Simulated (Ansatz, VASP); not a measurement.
## Two plane-wave programs on Ge2As3

```
Ge As
1.0
     3.74868    0.00000    0.00000
     0.00000    3.74868    0.00000
     0.00000    0.00000    7.26908
Ge As
2 3
Direct
  0.00000 0.50000 0.50000
  0.50000 0.00000 0.50000
  0.50000 0.50000 0.00000
  0.00000 0.00000 0.81288
  0.00000 0.00000 0.18712
```

Alike in both runs: functional PBE; k mesh 10 × 10 × 6; occupations gaussian, width 0.1 eV; no spin polarisation.

Ansatz relaxed the structure, and its values are those at the end. VASP's run is a single point on that final structure, the one shown.

|  | VASP | Ansatz |
| --- | --- | --- |
| version | VASP 6.6.1 | Ansatz 0.2.0 |
| potentials or method | VASP PAW PBE potentials, release 64 (Ge_d, As), cutoff 520 eV | scalar-relativistic, plane waves, PAW |
| valence electrons in the cell | 43 | 73 |

|  | VASP | Ansatz | Ansatz less VASP |
| --- | --- | --- | --- |
| gap on the k mesh at the Fermi level (eV) | none | none | - |
| pressure (GPa) | 0.0 | 0.0 | -0.04 |

A gap of «none» marks a metal or a gap that the smearing closes. VASP's potentials hold 43 valence electrons a cell and Ansatz's 73, so a difference there can come from the potentials and not from the codes.
